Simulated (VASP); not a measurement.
# Mg3Sb2 (P-3m1) in VASP: settings compared

Aim: see how the results for Mg3Sb2 move with the level of theory and the settings. Levels: PBE, r2SCAN. Tasks: single point.

Program: VASP 6.6.1. These are calculated values, not measurements. Logs are shortened: lines on timing, memory, paths and dates and some standing lists are left out, and cuts for length are marked.

### Step 1. The cell of the first run

Symmetry: P-3m1, No. 164, trigonal system. Conventional cell: a = 4.599 Å, b = 4.599 Å, c = 7.262 Å, α = 90.00°, β = 90.00°, γ = 120.00°. Mg (site symmetry -3m) has 6 Sb at 3.12 Å and 6 Mg at 3.76 Å within 4.1 Å. Mg (site symmetry 3m) has 4 Sb at 2.85 to 2.95 Å and 6 Mg at 3.28 to 3.76 Å within 3.8 Å. Within 3.8 Å of Sb (site symmetry 3m) lie 7 Mg at 2.85 to 3.12 Å.

### Step 2. Single point, PBE

INCAR reads:

```
  ALGO = Normal
  EDIFF = 1E-6
  ENCUT = 520
  GGA = PE
  ISIF = 2
  ISMEAR = -1
  LASPH = T
  LCHARG = T
  LELF = T
  LREAL = F
  LVHAR = T
  LWAVE = F
  NBANDS = 16
  NELM = 100
  PREC = Accurate
  SIGMA = 0.02
```

KPOINTS reads:

```
k-points
0
Gamma
  6 6 4
```

POSCAR reads:

```
Mg3Sb2
1.0
    4.5992176576      0.0000000000      0.0000000000
   -2.2996088288      3.9830393290      0.0000000000
    0.0000000000      0.0000000000      7.2617239258
Mg Sb
3 2
Direct
    0.0000000000      0.0000000000      0.0000000000
    0.3333333333      0.6666666667      0.6325350875
    0.6666666667      0.3333333333      0.3674649125
    0.3333333333      0.6666666667      0.2257422594
    0.6666666667      0.3333333333      0.7742577406
```

Potentials or basis: VASP PAW PBE potentials, release 64 (Mg, Sb).

Run with:

```sh
$ cat potpaw_PBE.64/Mg/POTCAR potpaw_PBE.64/Sb/POTCAR > POTCAR
$ mpirun -np 1 vasp_std > vasp.out
```

OUTCAR:

```text
EDIFF = 1E-6
   ENCUT = 520
   GGA = PE
   ISIF = 2
   ISMEAR = -1
   LASPH = T
   LREAL = F
   NELM = 100
   PREC = Accurate

 ion  position               nearest neighbor table
   1  0.000  0.000  0.000-   4 3.12   5 3.12   4 3.12   5 3.12   5 3.12   4 3.12
   2  0.333  0.667  0.633-   5 2.85   5 2.85   5 2.85   4 2.95   3 3.28   3 3.28   3 3.28
   3  0.667  0.333  0.367-   4 2.85   4 2.85   4 2.85   5 2.95   2 3.28   2 3.28   2 3.28
   4  0.333  0.667  0.226-   3 2.85   3 2.85   3 2.85   2 2.95   1 3.12   1 3.12   1 3.12
   5  0.667  0.333  0.774-   2 2.85   2 2.85   2 2.85   3 2.95   1 3.12   1 3.12   1 3.12

  LATTYP: Found a hexagonal cell.
 ALAT       =     4.5992176576
 C/A-ratio  =     1.5789041673

  Lattice vectors:

 A1 = (   4.5992176576,   0.0000000000,   0.0000000000)
 A2 = (  -2.2996088288,   3.9830393290,   0.0000000000)
 A3 = (   0.0000000000,   0.0000000000,   7.2617239258)

Analysis of symmetry for initial positions (statically):
=====================================================================
 Subroutine PRICEL returns:
 Original cell was already a primitive cell.

 Routine SETGRP: Setting up the symmetry group for a
 hexagonal supercell.

 Subroutine GETGRP returns: Found 12 space group operations
 (whereof 12 operations were pure point group operations)
 out of a pool of 24 trial point group operations.

The static configuration has the point symmetry D_3d.

Analysis of symmetry for dynamics (positions and initial velocities):
=====================================================================
 Subroutine PRICEL returns:
 Original cell was already a primitive cell.

 Routine SETGRP: Setting up the symmetry group for a
 hexagonal supercell.

 Subroutine GETGRP returns: Found 12 space group operations
 (whereof 12 operations were pure point group operations)
 out of a pool of 24 trial point group operations.

The dynamic configuration has the point symmetry D_3d.

 Subroutine INISYM returns: Found 12 space group operations
 (whereof 12 operations are pure point group operations),
 and found     1 'primitive' translations

----------------------------------------------------------------------------------------

                                     Primitive cell

  volume of cell :     133.0265

  direct lattice vectors                    reciprocal lattice vectors
     4.599217658  0.000000000  0.000000000     0.217428283  0.125532278  0.000000000
    -2.299608829  3.983039329  0.000000000     0.000000000  0.251064556  0.000000000
     0.000000000  0.000000000  7.261723926     0.000000000  0.000000000  0.137708347

  length of vectors
     4.599217658  4.599217658  7.261723926     0.251064556  0.251064556  0.137708347

  position of ions in fractional coordinates (direct lattice)
     0.000000000  0.000000000  0.000000000
     0.333333333  0.666666667  0.632535088
     0.666666667  0.333333333  0.367464912
     0.333333333  0.666666667  0.225742259
     0.666666667  0.333333333  0.774257741

  ion indices of the primitive-cell ions
   primitive index   ion index
                 1           1
                 2           2
                 3           3
                 4           4
                 5           5

----------------------------------------------------------------------------------------

 KPOINTS: k-points

Automatic generation of k-mesh.
 Grid dimensions read from file:
 generate k-points for:    6    6    4

 Generating k-lattice:

  Cartesian coordinates                     Fractional coordinates (reciprocal lattice)
     0.036238047  0.020922046  0.000000000     0.166666667  0.000000000  0.000000000
     0.000000000  0.041844093  0.000000000     0.000000000  0.166666667  0.000000000
     0.000000000  0.000000000  0.034427087     0.000000000  0.000000000  0.250000000

  Length of vectors
     0.041844093  0.041844093  0.034427087

  Shift w.r.t. Gamma in fractional coordinates (k-lattice)
     0.000000000  0.000000000  0.000000000

 Subroutine IBZKPT returns following result:
 ===========================================

 Found     24 irreducible k-points:

 Following reciprocal coordinates:
            Coordinates               Weight
  0.000000  0.000000  0.000000      1.000000
  0.166667  0.000000  0.000000      6.000000
  0.333333  0.000000  0.000000      6.000000
  0.500000 -0.000000  0.000000      3.000000
  0.166667  0.166667  0.000000      6.000000
  0.333333  0.166667  0.000000     12.000000
[... 16 lines left out ...]
  0.333333  0.166667  0.500000     12.000000
  0.333333  0.333333  0.500000      2.000000
   k-points           NKPTS =     24   k-points in BZ     NKDIM =     24   number of bands    NBANDS=     16
   number of dos      NEDOS =    301   number of ions     NIONS =      5
   total plane-waves  NPLWV =  69984
   dimension x,y,z NGX =    36 NGY =   36 NGZ =   54
   dimension x,y,z NGXF=    72 NGYF=   72 NGZF=  108
   ions per type =               3   2
   NGX,Y,Z   is equivalent  to a cutoff of  13.01, 13.01, 12.36 a.u.
   NGXF,Y,Z  is equivalent  to a cutoff of  26.03, 26.03, 24.72 a.u.
 SYSTEM =  unknown system
   PREC   = accura    normal or accurate (medium, high low for compatibility)
   ISTART =      0    job   : 0-new  1-cont  2-samecut
   ICHARG =      2    charge: 1-file 2-atom 10-const
   ISPIN  =      1    spin polarized calculation?
   LNONCOLLINEAR =      F non collinear calculations
   LSORBIT =      F    spin-orbit coupling
   LASPH  =      T    aspherical Exc in radial PAW
   ENCUT  =  520.0 eV  38.22 Ry    6.18 a.u.   8.55  8.55 13.50*2*pi/ulx,y,z
   NELM   =    100;   NELMIN=  2; NELMDL= -5     # of ELM steps
   EDIFF  = 0.1E-05   stopping-criterion for ELM
   LREAL  =      F    real-space projection
   EDIFFG = 0.1E-04   stopping-criterion for IOM
   NSW    =      0    number of steps for IOM
   IBRION =     -1    ionic relax: 0-MD 1-quasi-New 2-CG
   NFREE  =      0    steps in history (QN), initial steepest desc. (CG)
   ISIF   =      2    stress and relaxation
   ISYM   =      2    0-nonsym 1-usesym 2-fastsym
   POTIM  = 0.5000    time-step for ionic-motion
   TEBEG  =    0.0;   TEEND  =   0.0 temperature during run
   PSTRESS=    0.0 pullay stress
   NELECT =      16.0000    total number of electrons
   NUPDOWN=      -1.0000    fix difference up-down
   EMIN   =  10.00;   EMAX   =-10.00  energy-range for DOS
   EFERMI =   0.00;   METHOD = LEGACY
   ISMEAR =    -1;   SIGMA  =   0.02  broadening in eV -4-tet -1-fermi 0-gaus
   EFERMI_NEDOS =   21; number of points for ismear=-14 and -15
   IALGO  =     38    algorithm
   IMIX   =      4    mixing-type and parameters
     AMIX     =   0.40;   BMIX     =  1.00
     AMIX_MAG =   1.60;   BMIX_MAG =  1.00
  volume/ion in A,a.u.               =      26.61       179.54
  Fermi-wavevector in a.u.,A,eV,Ry     =   0.808107  1.527100  8.885101  0.653036
  Thomas-Fermi vector in A             =   1.916851
   LORBIT       =      0    0 simple, 1 ext, 2 COOP (PROOUT), +10 PAW based schemes
   GGA     = PE    functional components
   LHFCALC =     F    Hartree Fock is set to
   AEXX    =    0.0000 exact exchange contribution
   IVDW    =     0    specifies the selected vdW correction
   LEPSILON=     F    determine dielectric tensor
   LRPA    =     F    only Hartree local field effects (RPA)
 non-spin polarized calculation
  energy-cutoff  :      520.00
  volume of cell :      133.03
 maximum number of plane-waves:      3621
 NGX is ok and might be reduce to    36
   NGX = 17   NGY = 17   NGZ = 27

 number of electron      16.0000000 magnetization

 Free energy of the ion-electron system (eV)
  ---------------------------------------------------
  ext. energy  EPLUGINS =         0.00000000
  ---------------------------------------------------
  free energy    TOTEN  =       -14.63435635 eV

  energy without entropy =      -14.63433216  energy(sigma->0) =      -14.63434425

 E-fermi :   4.4694     XC(G=0):  -8.7351

 val. band max:        4.3670774844   @ k =   0.0000   0.0000   0.0000
 cond. band min:       4.6114567210   @ k =   0.3333   0.3333   0.0000
 fundamental gap:      0.2443792367
 Fermi energy:         4.4693909663

 k-point     1 :       0.0000    0.0000    0.0000
  band No.  band energies     occupation
      1      -5.8811      2.00000
      2      -4.6572      2.00000
      3      -0.5084      2.00000
      4       3.2622      2.00000
      5       3.2622      2.00000
      6       3.9579      2.00000
[... 8 lines left out ...]
     15       8.3880      0.00000
     16       9.2958      0.00000

 k-point     2 :       0.1667    0.0000    0.0000
  band No.  band energies     occupation
      1      -5.6963      2.00000
      2      -4.5542      2.00000
      3      -0.2732      2.00000
      4       1.8839      2.00000
      5       2.6669      2.00000
      6       2.8207      2.00000
[... 8 lines left out ...]
     15       8.3867      0.00000
     16       8.8827      0.00000

 k-point     3 :       0.3333    0.0000    0.0000
  band No.  band energies     occupation
      1      -5.2121      2.00000
      2      -4.3770      2.00000
      3       0.2396      2.00000
      4       0.5012      2.00000
      5       1.2467      2.00000
      6       2.2797      2.00000
[... 8 lines left out ...]
     15       9.7199      0.00000
     16       9.8387      0.00000

 k-point     4 :       0.5000   -0.0000    0.0000
  band No.  band energies     occupation
      1      -4.8098      2.00000
      2      -4.3956      2.00000
      3      -0.2702      2.00000
      4       0.6293      2.00000
      5       1.1480      2.00000
      6       2.0755      2.00000
[... 8 lines left out ...]
     15      10.1410      0.00000
     16      10.6824      0.00000
[... 324 lines left out ...]
 k-point    22 :       0.1667    0.1667    0.5000
  band No.  band energies     occupation
      1      -5.0194      2.00000
      2      -4.8697      2.00000
      3       0.5894      2.00000
      4       0.6608      2.00000
      5       2.1998      2.00000
      6       2.3426      2.00000
[... 8 lines left out ...]
     15       8.6865      0.00000
     16       9.5097      0.00000

 k-point    23 :       0.3333    0.1667    0.5000
  band No.  band energies     occupation
      1      -4.6355      2.00000
      2      -4.5681      2.00000
      3      -0.1978      2.00000
      4       0.0513      2.00000
      5       1.4082      2.00000
      6       1.8098      2.00000
[... 8 lines left out ...]
     15       9.8660      0.00000
     16       9.9624      0.00000

 k-point    24 :       0.3333    0.3333    0.5000
  band No.  band energies     occupation
      1      -4.4742      2.00000
      2      -4.4742      2.00000
      3       0.0920      2.00000
      4       0.0920      2.00000
      5       0.3917      2.00000
      6       1.0788      2.00000
[... 8 lines left out ...]
     15       9.3956      0.00000
     16       9.7829      0.00000

------------------------ aborting loop because EDIFF is reached ----------------------------------------

  FORCE on cell =-STRESS in cart. coord.  units (eV):
  Direction    XX          YY          ZZ          XY          YZ          ZX
  --------------------------------------------------------------------------------------
  -------------------------------------------------------------------------------------
  Total        0.0206836      0.0206836      0.0366316     -0.0000000      0.0000000      0.0000000
  in kB        0.2491141      0.2491141      0.4411930     -0.0000000      0.0000000      0.0000000
  external PRESSURE =       0.3131404 kB  Pullay stress =       0.0000000 kB

 VOLUME and BASIS-vectors are now :
 -----------------------------------------------------------------------------
  energy-cutoff  :      520.00
  volume of cell :      133.03
      direct lattice vectors                 reciprocal lattice vectors
     4.599217658  0.000000000  0.000000000     0.217428283  0.125532278  0.000000000
    -2.299608829  3.983039329  0.000000000     0.000000000  0.251064556  0.000000000
     0.000000000  0.000000000  7.261723926     0.000000000  0.000000000  0.137708347

 POSITION                                       TOTAL-FORCE (eV/Angst)
 -----------------------------------------------------------------------------------
      0.00000      0.00000      0.00000         0.000000      0.000000      0.000000
     -0.00000      2.65536      4.59330        -0.000000     -0.000000     -0.005842
      2.29961      1.32768      2.66843         0.000000      0.000000      0.005842
     -0.00000      2.65536      1.63928         0.000000      0.000000     -0.016267
      2.29961      1.32768      5.62245        -0.000000      0.000000      0.016267
 -----------------------------------------------------------------------------------
    total drift:                                0.000000     -0.000000     -0.000000

  FREE ENERGIE OF THE ION-ELECTRON SYSTEM (eV)
  ---------------------------------------------------
  free  energy   TOTEN  =       -14.6343563475 eV

  energy  without entropy=      -14.6343321557  energy(sigma->0) =      -14.63434425
```

Run time: 34 s. Hardware: 1 thread of Intel Xeon Platinum 8488C (Sapphire Rapids), shared host; peak memory 0.25 GiB.

What came out:

```yaml
Free_energy: -14.6344 eV
Pressure: 0.0 GPa
Largest_force: 0.016 eV/Å
Band_gap_on_the_k_mesh: 0.24 eV, indirect (least direct gap 1.00 eV)
```

Forces in eV/Å, atoms in the order of the input:
```
Mg   0.000  0.000  0.000
Mg   0.000  0.000 -0.006
Mg   0.000  0.000  0.006
Sb   0.000  0.000 -0.016
Sb   0.000  0.000  0.016
```

Caveat: spin-orbit coupling is left out, which moves the levels of the heavy elements. A k mesh can miss the band edges.

### Step 3. Single point, r2SCAN

This run uses another cell than the first one, of 26.19 Å³/atom, 0.984 times its volume.

POSCAR reads:

```
Mg3Sb2
1.0
    4.5696544430      0.0000000000      0.0000000000
   -2.2848272215      3.9574368341      0.0000000000
    0.0000000000      0.0000000000      7.2399368141
Mg Sb
3 2
Direct
    0.0000000000      0.0000000000      0.0000000000
    0.3333333333      0.6666666667      0.6336548727
    0.6666666667      0.3333333333      0.3663451273
    0.3333333333      0.6666666667      0.2287526248
    0.6666666667      0.3333333333      0.7712473752
```

INCAR.step1 reads:

```
  PREC = Accurate
  ENCUT = 520
  ISMEAR = 0
  SIGMA = 0.01
  LREAL = F
  LASPH = T
  NELM = 100
  NBANDS = 16
  GGA = PE
  ALGO = Normal
  EDIFF = 1E-4
  LWAVE = T
  LCHARG = F
```

INCAR.step2 reads:

```
  PREC = Accurate
  ENCUT = 520
  EDIFF = 1E-6
  ISMEAR = 0
  SIGMA = 0.01
  LREAL = F
  LASPH = T
  NELM = 100
  ALGO = Normal
  ISIF = 2
  LWAVE = F
  LCHARG = T
  METAGGA = R2SCAN
  LMIXTAU = T
  LELF = T
  LVHAR = T
  NBANDS = 16
  ISTART = 1
```

KPOINTS reads:

```
Automatic mesh
0
Gamma
  6 6 4
```

Potentials or basis: VASP PAW PBE potentials, release 64 (Mg, Sb).

Run with:

```sh
$ cat potpaw_PBE.64/Mg/POTCAR potpaw_PBE.64/Sb/POTCAR > POTCAR
$ cp INCAR.step1 INCAR
$ mpirun -np 1 vasp_std > vasp.out
$ cp INCAR.step2 INCAR
$ mpirun -np 1 vasp_std > vasp.out
```

It took 2.5 min on 1 thread of Intel Xeon Platinum 8488C (Sapphire Rapids), shared host; peak memory 0.29 GiB.

It converged, with:

- Free energy: -66.2520 eV
- Pressure: 0.0 GPa
- Largest force: 0.017 eV/Å
- Band gap on the k mesh: 0.56 eV, indirect (least direct gap 1.75 eV)

Forces in eV/Å, atoms in the order of the input:
```
Mg   0.000  0.000  0.000
Mg   0.000  0.000 -0.003
Mg   0.000  0.000  0.003
Sb   0.000  0.000 -0.017
Sb   0.000  0.000  0.017
```

Levels at points of the mesh, in eV from the valence-band top:
```csv
k point,band 6,band 7,band 8,band 9,band 10,band 11
"(0.00, 0.00, 0.00)",-0.42,-0.42,0.00,1.76,1.78,3.41
"(0.50, 0.00, 0.00)",-2.40,-2.20,-0.96,0.79,2.43,2.46
"(0.00, 0.00, 0.50)",-0.84,-0.76,-0.76,2.28,2.46,3.06
"(0.50, 0.00, 0.50)",-1.74,-1.69,-1.58,0.87,1.67,2.15
```

Caveat: the PAW data sets were made with another functional, which shifts forces and pressure a little; spin-orbit coupling is left out, which moves the levels of the heavy elements. A k mesh can miss the band edges.

### Step 4. Single point, PBE, non-collinear spin, zero start, spin-orbit coupling

This run uses another cell than the first one, of 26.19 Å³/atom, 0.984 times its volume.

INCAR reads:

```
SYSTEM = Mg3Sb2
PREC = Accurate
ENCUT = 520
EDIFF = 1E-6
ISMEAR = -1
SIGMA = 0.02
LREAL = .False.
LASPH = .True.
NELM = 150
ALGO = Normal
ISIF = 2
LWAVE = .False.
LCHARG = .False.
LNONCOLLINEAR = .True.
MAGMOM = 0 0 0 0 0 0 0 0 0 0 0 0 0 0 0
LORBIT = 11
LSORBIT = .True.
GGA_COMPAT = .False.
LORBMOM = .True.
GGA = PE
NBANDS = 31
```

KPOINTS reads:

```
Automatic mesh
0
Gamma
  6 6 4
  0 0 0
```

POSCAR is that of step 3.

Run with:

```sh
$ cat potpaw_PBE.64/Mg/POTCAR potpaw_PBE.64/Sb/POTCAR > POTCAR
$ mpirun -np 1 vasp_ncl > vasp.out
```

Run time: 4.1 min. Hardware: 1 thread of Intel Xeon Platinum 8488C (Sapphire Rapids), shared host; peak memory 0.59 GiB.

Results (log left out):

```
Free energy                                           : -14.7413 eV
Pressure                                              : 0.9 GPa
Largest force                                         : 0.178 eV/Å
Net moment                                            : 0.00 μB per cell
Valence electrons inside the program's atomic spheres : Mg 0.27, 0.34; Sb 2.55
```

Forces in eV/Å, atoms in the order of the input:
```
Mg   0.000  0.000  0.000
Mg   0.000  0.000 -0.032
Mg   0.000  0.000  0.032
Sb   0.000  0.000 -0.178
Sb   0.000  0.000  0.178
```

Stress tensor (GPa, compression positive):
```
1.01 0.00 0.00
0.00 1.01 0.00
0.00 0.00 0.78
```

Moments on the atoms (μB; x, y, z):
```
Mg  0.00 0.00 0.00
Mg  0.00 0.00 0.00
Mg  0.00 0.00 0.00
Sb  0.00 0.00 0.00
Sb  0.00 0.00 0.00
```

### Step 5. The runs side by side

```csv
level,spin,cell,smearing,gap on the mesh (eV),pressure (GPa),largest force (eV/Å)
PBE,off,"a = 4.599, b = 4.599, c = 7.262 Å, angles 90.0, 90.0, 120.0°, 5 atoms",fermi-dirac 0.02 eV,0.24,0.0,0.02
r2SCAN,off,"a = 4.570, b = 4.570, c = 7.240 Å, angles 90.0, 90.0, 120.0°, 5 atoms",gaussian 0.01 eV,0.56,0.0,0.02
PBE,"non-collinear, zero start, SOC","a = 4.570, b = 4.570, c = 7.240 Å, angles 90.0, 90.0, 120.0°, 5 atoms",fermi-dirac 0.02 eV,-,0.9,0.18
```

Alike in all rows: task single point; potentials or basis VASP PAW PBE potentials, release 64 (Mg, Sb); k mesh 6 × 6 × 4; cutoff (eV) 520.

Caveats: spin-orbit coupling is left out, which moves the levels of the heavy elements (some runs); the PAW data sets were made with another functional, which shifts forces and pressure a little (some runs).

Total energies depend on the potentials used, so only differences within one code and one set of settings carry meaning.
